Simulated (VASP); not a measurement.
Set up this calculation in VASP 6.6.1, as the native input.

```yaml
Task: single point
Functional: PBE
Potentials_or_basis: VASP PAW PBE potentials, release 64 (Nb_sv, Bi_d, Br)
Cutoff: 520 eV
k_mesh: 4 × 4 × 2
Occupations: gaussian, width 0.1 eV
Spin: collinear spin
Starting_moments: "[3.83, 0.0, 0.0, 0.0, 0.0, 0.0] μB"
Dipole_correction: no
Further_INCAR_settings: ALGO = Normal; EDIFF = 1e-06; NBANDS = 41
```

The structure of NbBiBr4 lies in POSCAR:

```
NbBiBr4
1.0
    5.6300940858      0.0000000000      0.0000000000
    0.0000000000      5.6300940858      0.0000000000
    0.0000000000      0.0000000000      9.1752257639
Nb Bi Br
1 1 4
Direct
    0.5000000000      0.5000000000      0.5000000000
    0.0000000000      0.0000000000      0.0000000000
    0.5000000000      0.0000000000      0.0000000000
    0.0000000000      0.5000000000      0.0000000000
    0.0000000000      0.0000000000      0.3135315734
    0.0000000000      0.0000000000      0.6864684266
```

One way to write it, as run:

INCAR

```
PREC     = Accurate       # precision mode
ENCUT    = 520            # plane-wave cutoff, eV
EDIFF    = 1E-6           # SCF threshold, eV
ISMEAR   = 0              # smearing method
SIGMA    = 0.1            # smearing width, eV
LREAL    = False          # projectors in reciprocal space
LASPH    = True           # aspherical terms in the spheres
NELM     = 150            # most SCF steps
ALGO     = Normal         # electronic algorithm
ISIF     = 2              # what is computed and relaxed
LWAVE    = False          # write WAVECAR
LCHARG   = False          # write CHGCAR
ISPIN    = 2              # spin polarisation
MAGMOM   = 3.83 0 0 0 0 0 # initial moments
LORBIT   = 11             # projections on sites
LMAXMIX  = 4              # l up to which the mixer works
GGA      = PE             # functional
NBANDS   = 41             # bands
```

KPOINTS

```
Automatic mesh
0
Gamma
  4 4 2
```

Potentials or basis: VASP PAW PBE potentials, release 64 (Nb_sv, Bi_d, Br).

The run is started by

```sh
$ cat potpaw_PBE.64/Nb_sv/POTCAR potpaw_PBE.64/Bi_d/POTCAR potpaw_PBE.64/Br/POTCAR > POTCAR
$ mpirun -np 1 vasp_std > vasp.out
```

Results of the run:

```yaml
Pressure: -0.1 GPa
Largest_force: 0.008 eV/Å
Band_gap_on_the_k_mesh: zero (filled and empty bands overlap)
Net_moment: 4.00 μB per cell
Site_moments: Nb +2.87; Bi +0.01; Br +0.00, -0.01 (each value once) μB
Valence_electrons_inside_the_program's_atomic_spheres: Nb 10.72; Bi 12.54; Br 4.87, 4.83 (each value once)
```

Caveat: spin-orbit coupling is left out, which moves the levels of the heavy elements.

Run time: 16 min on 1 thread of Intel Xeon 8259CL, with other jobs on the host, peak memory 0.56 GiB.
